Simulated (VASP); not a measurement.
# In5GaP6 (P-3m1) in VASP: single point with PBE

Aim: the single point of In5GaP6 with PBE.

Everything below comes from runs of VASP 6.6.1. Logs are shortened: lines on timing, memory, paths and dates and some standing lists are left out, and cuts for length are marked.

## (1) The cell of the first run

It takes space group P-3m1 (No. 164, trigonal). Conventional cell: a = 3.880 Å, b = 3.880 Å, c = 18.920 Å, α = 90.00°, β = 90.00°, γ = 120.00°. In (site symmetry 3m) has 6 P at 2.75 to 2.79 Å within 3.6 Å. In (site symmetry 3m) has 6 P at 2.75 to 2.76 Å within 3.6 Å. Within 3.6 Å of In (site symmetry -3m) lie 6 P at 2.76 Å. Within 3.5 Å of Ga (site symmetry -3m) lie 6 P at 2.62 Å. Within 3.6 Å of P (site symmetry 3m) lie 3 Ga at 2.62 Å and 3 In at 2.79 Å and 3 P at 3.53 Å. Within 3.6 Å of P (site symmetry 3m) lie 6 In at 2.75 to 2.76 Å. P (site symmetry 3m) has 6 In at 2.75 to 2.76 Å within 3.6 Å.

## (2) Single point, PBE

POSCAR

```
In5GaP6
1.0
    3.8798867971      0.0000000000      0.0000000000
   -1.9399433986      3.3600805301      0.0000000000
    0.0000000000      0.0000000000     18.9197672843
In Ga P
5 1 6
Direct
    0.6666666667      0.3333333333      0.6600933190
    0.3333333333      0.6666666667      0.3399066810
    0.6666666667      0.3333333333      0.1698976539
    0.0000000000      0.0000000000      0.0000000000
    0.3333333333      0.6666666667      0.8301023461
    0.0000000000      0.0000000000      0.5000000000
    0.3333333333      0.6666666667      0.5721987593
    0.6666666667      0.3333333333      0.4278012407
    0.0000000000      0.0000000000      0.2554234720
    0.3333333333      0.6666666667      0.0852406771
    0.6666666667      0.3333333333      0.9147593229
    0.0000000000      0.0000000000      0.7445765280
```

INCAR.step1

```
  PREC = Accurate
  ENCUT = 400
  EDIFF = 1E-6
  ISMEAR = 0
  SIGMA = 0.1
  LREAL = F
  LASPH = T
  NELM = 120
  ALGO = Normal
  ISIF = 2
  LWAVE = F
  LCHARG = T
  GGA = PE
  NBANDS = 66
  GGA_COMPAT = F
  NEDOS = 2001
  LORBIT = 11
```

KPOINTS.step1

```
regular mesh
0
Gamma
  12 12 2
```

INCAR.step2

```
  PREC = Accurate
  ENCUT = 400
  EDIFF = 1E-6
  ISMEAR = -5
  SIGMA = 0.1
  LREAL = F
  LASPH = T
  NELM = 120
  ALGO = Normal
  ISIF = 2
  LWAVE = F
  LCHARG = F
  GGA = PE
  LORBIT = 11
  NBANDS = 66
  NEDOS = 1001
  ICHARG = 11
  GGA_COMPAT = F
```

KPOINTS.step2

```
regular mesh
0
Gamma
  18 18 3
```

Potentials or basis: VASP PAW PBE potentials, release 64 (In_d, Ga_d, P).

Launch:

```sh
$ cat potpaw_PBE.64/In_d/POTCAR potpaw_PBE.64/Ga_d/POTCAR potpaw_PBE.64/P/POTCAR > POTCAR
$ cp INCAR.step1 INCAR
$ cp KPOINTS.step1 KPOINTS
$ mpirun -np 1 vasp_std > vasp.out
$ cp INCAR.step2 INCAR
$ cp KPOINTS.step2 KPOINTS
$ mpirun -np 1 vasp_std > vasp.out
```

OUTCAR:

```text
PREC = Accurate
   ENCUT = 400
   EDIFF = 1E-6
   ISMEAR = -5
   LREAL = F
   LASPH = T
   NELM = 120
   ISIF = 2
   GGA = PE
   LORBIT = 11
   ICHARG = 11

 ion  position               nearest neighbor table
   1  0.667  0.333  0.660-  12 2.75  12 2.75  12 2.75   7 2.79   7 2.79   7 2.79   5 3.92   5 3.92
                             5 3.92
   2  0.333  0.667  0.340-   9 2.75   9 2.75   9 2.75   8 2.79   8 2.79   8 2.79   3 3.92   3 3.92
                             3 3.92
   3  0.667  0.333  0.170-  10 2.75  10 2.75  10 2.75   9 2.76   9 2.76   9 2.76   4 3.92   4 3.92
                             4 3.92   2 3.92   2 3.92   2 3.92
   4  0.000  0.000  0.000-  10 2.76  11 2.76  11 2.76  10 2.76  11 2.76  10 2.76   3 3.92   5 3.92
                             5 3.92   3 3.92   3 3.92   5 3.92
   5  0.333  0.667  0.830-  11 2.75  11 2.75  11 2.75  12 2.76  12 2.76  12 2.76   4 3.92   4 3.92
                             4 3.92   1 3.92   1 3.92   1 3.92
   6  0.000  0.000  0.500-   7 2.62   8 2.62   8 2.62   7 2.62   8 2.62   7 2.62
   7  0.333  0.667  0.572-   6 2.62   6 2.62   6 2.62   1 2.79   1 2.79   1 2.79
   8  0.667  0.333  0.428-   6 2.62   6 2.62   6 2.62   2 2.79   2 2.79   2 2.79
   9  0.000  0.000  0.255-   2 2.75   2 2.75   2 2.75   3 2.76   3 2.76   3 2.76
  10  0.333  0.667  0.085-   3 2.75   3 2.75   3 2.75   4 2.76   4 2.76   4 2.76
  11  0.667  0.333  0.915-   5 2.75   5 2.75   5 2.75   4 2.76   4 2.76   4 2.76
  12  0.000  0.000  0.745-   1 2.75   1 2.75   1 2.75   5 2.76   5 2.76   5 2.76

  LATTYP: Found a hexagonal cell.
 ALAT       =     3.8798867971
 C/A-ratio  =     4.8763709545

  Lattice vectors:

 A1 = (   3.8798867971,   0.0000000000,   0.0000000000)
 A2 = (  -1.9399433986,   3.3600805301,   0.0000000000)
 A3 = (   0.0000000000,   0.0000000000,  18.9197672843)

Analysis of symmetry for initial positions (statically):
=====================================================================
 Subroutine PRICEL returns:
 Original cell was already a primitive cell.

 Routine SETGRP: Setting up the symmetry group for a
 hexagonal supercell.

 Subroutine GETGRP returns: Found 12 space group operations
 (whereof 12 operations were pure point group operations)
 out of a pool of 24 trial point group operations.

The static configuration has the point symmetry D_3d.

Analysis of symmetry for dynamics (positions and initial velocities):
=====================================================================
 Subroutine PRICEL returns:
 Original cell was already a primitive cell.

 Routine SETGRP: Setting up the symmetry group for a
 hexagonal supercell.

 Subroutine GETGRP returns: Found 12 space group operations
 (whereof 12 operations were pure point group operations)
 out of a pool of 24 trial point group operations.

The dynamic configuration has the point symmetry D_3d.

 Subroutine INISYM returns: Found 12 space group operations
 (whereof 12 operations are pure point group operations),
 and found     1 'primitive' translations

----------------------------------------------------------------------------------------

                                     Primitive cell

  volume of cell :     246.6519

  direct lattice vectors                    reciprocal lattice vectors
     3.879886797  0.000000000  0.000000000     0.257739479  0.148805957  0.000000000
    -1.939943399  3.360080530  0.000000000     0.000000000  0.297611915  0.000000000
     0.000000000  0.000000000 18.919767284     0.000000000  0.000000000  0.052854773

  length of vectors
     3.879886797  3.879886797 18.919767284     0.297611915  0.297611915  0.052854773

  position of ions in fractional coordinates (direct lattice)
     0.666666667  0.333333333  0.660093319
     0.333333333  0.666666667  0.339906681
     0.666666667  0.333333333  0.169897654
     0.000000000  0.000000000  0.000000000
     0.333333333  0.666666667  0.830102346
     0.000000000  0.000000000  0.500000000
     0.333333333  0.666666667  0.572198759
     0.666666667  0.333333333  0.427801241
     0.000000000  0.000000000  0.255423472
     0.333333333  0.666666667  0.085240677
     0.666666667  0.333333333  0.914759323
     0.000000000  0.000000000  0.744576528

  ion indices of the primitive-cell ions
   primitive index   ion index
                 1           1
                 2           2
                 3           3
                 4           4
                 5           5
                 6           6
                 7           7
                 8           8
                 9           9
                10          10
                11          11
                12          12

----------------------------------------------------------------------------------------

 KPOINTS: regular mesh

Automatic generation of k-mesh.
 Grid dimensions read from file:
 generate k-points for:   18   18    3

 Generating k-lattice:

  Cartesian coordinates                     Fractional coordinates (reciprocal lattice)
     0.014318860  0.008266998  0.000000000     0.055555556 -0.000000000  0.000000000
     0.000000000  0.016533995  0.000000000     0.000000000  0.055555556  0.000000000
     0.000000000  0.000000000  0.017618258     0.000000000  0.000000000  0.333333333

  Length of vectors
     0.016533995  0.016533995  0.017618258

  Shift w.r.t. Gamma in fractional coordinates (k-lattice)
     0.000000000  0.000000000  0.000000000

 TETIRR: Found   1374 inequivalent tetrahedra from     5832

 Subroutine IBZKPT returns following result:
 ===========================================

 Found    101 irreducible k-points:

 Following reciprocal coordinates:
            Coordinates               Weight
  0.000000  0.000000  0.000000      1.000000
  0.055556  0.000000  0.000000      6.000000
  0.111111  0.000000  0.000000      6.000000
  0.166667  0.000000  0.000000      6.000000
  0.222222  0.000000  0.000000      6.000000
  0.277778 -0.000000  0.000000      6.000000
[... 16 lines left out ...]
  0.333333  0.111111  0.000000     12.000000
  0.388889  0.111111  0.000000     12.000000
 [... further k-points ...]
   k-points           NKPTS =    101   k-points in BZ     NKDIM =    101   number of bands    NBANDS=     66
   number of dos      NEDOS =   1001   number of ions     NIONS =     12
   total plane-waves  NPLWV =  98784
   dimension x,y,z NGX =    28 NGY =   28 NGZ =  126
   dimension x,y,z NGXF=    56 NGYF=   56 NGZF=  252
   ions per type =               5   1   6
   NGX,Y,Z   is equivalent  to a cutoff of  12.00, 12.00, 11.07 a.u.
   NGXF,Y,Z  is equivalent  to a cutoff of  23.99, 23.99, 22.14 a.u.
 SYSTEM =  unknown system
   PREC   = accura    normal or accurate (medium, high low for compatibility)
   ISTART =      0    job   : 0-new  1-cont  2-samecut
   ICHARG =     11    charge: 1-file 2-atom 10-const
   ISPIN  =      1    spin polarized calculation?
   LNONCOLLINEAR =      F non collinear calculations
   LSORBIT =      F    spin-orbit coupling
   LASPH  =      T    aspherical Exc in radial PAW
   ENCUT  =  400.0 eV  29.40 Ry    5.42 a.u.   6.33  6.33 30.85*2*pi/ulx,y,z
   NELM   =    120;   NELMIN=  2; NELMDL=  0     # of ELM steps
   EDIFF  = 0.1E-05   stopping-criterion for ELM
   LREAL  =      F    real-space projection
   EDIFFG = 0.1E-04   stopping-criterion for IOM
   NSW    =      0    number of steps for IOM
   IBRION =     -1    ionic relax: 0-MD 1-quasi-New 2-CG
   NFREE  =      0    steps in history (QN), initial steepest desc. (CG)
   ISIF   =      2    stress and relaxation
   ISYM   =      2    0-nonsym 1-usesym 2-fastsym
   POTIM  = 0.5000    time-step for ionic-motion
   TEBEG  =    0.0;   TEEND  =   0.0 temperature during run
   PSTRESS=    0.0 pullay stress
   NELECT =     108.0000    total number of electrons
   NUPDOWN=      -1.0000    fix difference up-down
   EMIN   =  10.00;   EMAX   =-10.00  energy-range for DOS
   EFERMI =   0.00;   METHOD = LEGACY
   ISMEAR =    -5;   SIGMA  =   0.10  broadening in eV -4-tet -1-fermi 0-gaus
   EFERMI_NEDOS =   21; number of points for ismear=-14 and -15
   IALGO  =     38    algorithm
   IMIX   =      4    mixing-type and parameters
     AMIX     =   0.40;   BMIX     =  1.00
     AMIX_MAG =   1.60;   BMIX_MAG =  1.00
  volume/ion in A,a.u.               =      20.55       138.71
  Fermi-wavevector in a.u.,A,eV,Ry     =   1.243143  2.349200 21.026520  1.545406
  Thomas-Fermi vector in A             =   2.377467
   LORBIT       =     11    0 simple, 1 ext, 2 COOP (PROOUT), +10 PAW based schemes
   GGA     = PE    functional components
   LHFCALC =     F    Hartree Fock is set to
   AEXX    =    0.0000 exact exchange contribution
   IVDW    =     0    specifies the selected vdW correction
   LEPSILON=     F    determine dielectric tensor
   LRPA    =     F    only Hartree local field effects (RPA)
 non-spin polarized calculation
 Fermi weights with tetrahedron method with Bloechl corrections
  energy-cutoff  :      400.00
  volume of cell :      246.65
 maximum number of plane-waves:      4515
 NGX is ok and might be reduce to    28

 number of electron     108.0000005 magnetization

 Free energy of the ion-electron system (eV)
  ---------------------------------------------------
  ext. energy  EPLUGINS =         0.00000000
  ---------------------------------------------------
  free energy    TOTEN  =       -47.77390030 eV

  energy without entropy =      -47.77390030  energy(sigma->0) =      -47.77390030

 E-fermi :   6.9795     XC(G=0): -10.4800

 val. band max:        7.0325281840   @ k =   0.2778   0.1667   0.0000
 cond. band min:       6.9139012605   @ k =   0.3333   0.0556   0.0000
 fundamental gap:     -0.1186269235
 Fermi energy:         6.9794873454

 k-point     1 :       0.0000    0.0000    0.0000
  band No.  band energies     occupation
      1      -7.6273      2.00000
      2      -7.6273      2.00000
      3      -7.6020      2.00000
      4      -7.5712      2.00000
      5      -7.5712      2.00000
      6      -7.3395      2.00000
[... 58 lines left out ...]
     65      11.2239      0.00000
     66      11.2287      0.00000

 k-point     2 :       0.0556    0.0000    0.0000
  band No.  band energies     occupation
      1      -7.6296      2.00000
      2      -7.6268      2.00000
      3      -7.6011      2.00000
      4      -7.5717      2.00000
      5      -7.5708      2.00000
      6      -7.3463      2.00000
[... 58 lines left out ...]
     65      10.9657      0.00000
     66      11.5823      0.00000

 k-point     3 :       0.1111    0.0000    0.0000
  band No.  band energies     occupation
      1      -7.6366      2.00000
      2      -7.6255      2.00000
      3      -7.5986      2.00000
      4      -7.5729      2.00000
      5      -7.5695      2.00000
      6      -7.3671      2.00000
[... 1438 lines left out ...]
     65      11.4737      0.00000
     66      11.7427      0.00000

 k-point    24 :       0.3889    0.1111    0.0000
  band No.  band energies     occupation
      1      -7.7082      2.00000
      2      -7.6299      2.00000
      3      -7.5898      2.00000
      4      -7.5702      2.00000
      5      -7.5622      2.00000
      6      -7.5511      2.00000
[... 58 lines left out ...]
     65      11.1982      0.00000
     66      11.8152      0.00000

 [... further k-points ...]
[... 5 lines left out ...]
  --------------------------------------------------------------------------------------
  -------------------------------------------------------------------------------------
  Total       -0.4717778     -0.4717778     -0.4801721      0.0000000      0.0000000     -0.0000000
  in kB       -3.0645277     -3.0645277     -3.1190543      0.0000000      0.0000000     -0.0000000
  external PRESSURE =      -3.0827032 kB  Pullay stress =       0.0000000 kB

 VOLUME and BASIS-vectors are now :
 -----------------------------------------------------------------------------
  energy-cutoff  :      400.00
  volume of cell :      246.65
      direct lattice vectors                 reciprocal lattice vectors
     3.879886797  0.000000000  0.000000000     0.257739479  0.148805957  0.000000000
    -1.939943399  3.360080530  0.000000000     0.000000000  0.297611915  0.000000000
     0.000000000  0.000000000 18.919767284     0.000000000  0.000000000  0.052854773

 POSITION                                       TOTAL-FORCE (eV/Angst)
 -----------------------------------------------------------------------------------
      1.93994      1.12003     12.48881        -0.000000      0.000000     -0.007053
     -0.00000      2.24005      6.43096         0.000000      0.000000      0.007053
      1.93994      1.12003      3.21442        -0.000000      0.000000      0.004646
      0.00000      0.00000      0.00000         0.000000      0.000000      0.000000
     -0.00000      2.24005     15.70534         0.000000     -0.000000     -0.004646
      0.00000      0.00000      9.45988         0.000000      0.000000      0.000000
     -0.00000      2.24005     10.82587         0.000000      0.000000      0.025004
      1.93994      1.12003      8.09390         0.000000     -0.000000     -0.025004
      0.00000      0.00000      4.83255         0.000000      0.000000     -0.001936
     -0.00000      2.24005      1.61273         0.000000     -0.000000      0.009625
      1.93994      1.12003     17.30703         0.000000      0.000000     -0.009625
      0.00000      0.00000     14.08721         0.000000     -0.000000      0.001936
 -----------------------------------------------------------------------------------
    total drift:                                0.000000      0.000000     -0.000000

  FREE ENERGIE OF THE ION-ELECTRON SYSTEM (eV)
  ---------------------------------------------------
  free  energy   TOTEN  =       -47.7739002995 eV

  energy  without entropy=      -47.7739002995  energy(sigma->0) =      -47.77390030

 total charge

# of ion       s       p       d       tot
------------------------------------------
    1        0.848   0.585   9.896  11.329
    2        0.848   0.585   9.896  11.329
    3        0.839   0.594   9.900  11.333
    4        0.841   0.590   9.899  11.330
    5        0.839   0.594   9.900  11.333
    6        0.884   0.611   9.997  11.492
    7        1.077   1.379   0.000   2.456
    8        1.077   1.379   0.000   2.456
    9        1.071   1.407   0.000   2.477
   10        1.070   1.405   0.000   2.475
   11        1.070   1.405   0.000   2.475
   12        1.071   1.407   0.000   2.477
--------------------------------------------------
tot         11.536  11.941  59.487  82.964
```

Run time: 14 min. Hardware: 1 thread of AMD EPYC 9R45 (Zen 5), shared host; peak memory 0.85 GiB.

What came out:

```
Valence electrons inside the program's atomic spheres : In 11.33; Ga 11.49; P 2.46, 2.48 (each value once)
```

Caveat: spin-orbit coupling is left out, which moves the levels of the heavy elements.
